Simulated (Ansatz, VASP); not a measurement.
# Al2Cu in VASP and in Ansatz

```xyz
3
Lattice="4.1286 -0.0008 0.0000 -0.0008 4.1285 0.0000 0.0000 0.0000 2.7984" Properties=species:S:1:pos:R:3 pbc="T T T"
Al    2.0807    0.0024    1.4544
Al    0.0160    2.0670    1.4544
Cu    0.0164    0.0027    0.0553
```

Alike in both runs: functional r2SCAN; k mesh 6 × 6 × 8; occupations gaussian, width 0.1 eV; no spin polarisation.

Ansatz relaxed the structure, and its values are those at the end. VASP's run is a single point on that final structure, the one shown.

|  | VASP | Ansatz |
| --- | --- | --- |
| version | VASP 6.6.1 | Ansatz 0.2.0 |
| potentials or method | VASP PAW PBE potentials, release 64 (Al, Cu), cutoff 520 eV | scalar-relativistic, plane waves, PAW |
| valence electrons in the cell | 17 | 25 |

VASP gave:

```
gap on the k mesh at the Fermi level (eV) : none
pressure (GPa)                            : -0.1
```

Question: Which values does Ansatz return?

Answer: gap on the k mesh at the Fermi level (eV): none; pressure (GPa): 0.0.

VASP's potentials were made for PBE, not for r2SCAN. A gap of «none» marks a metal or a gap that the smearing closes. With one functional, cell and mesh, what is left measures potentials, basis and numerics. VASP's potentials hold 17 valence electrons a cell and Ansatz's 25, so a difference there can come from the potentials and not from the codes.
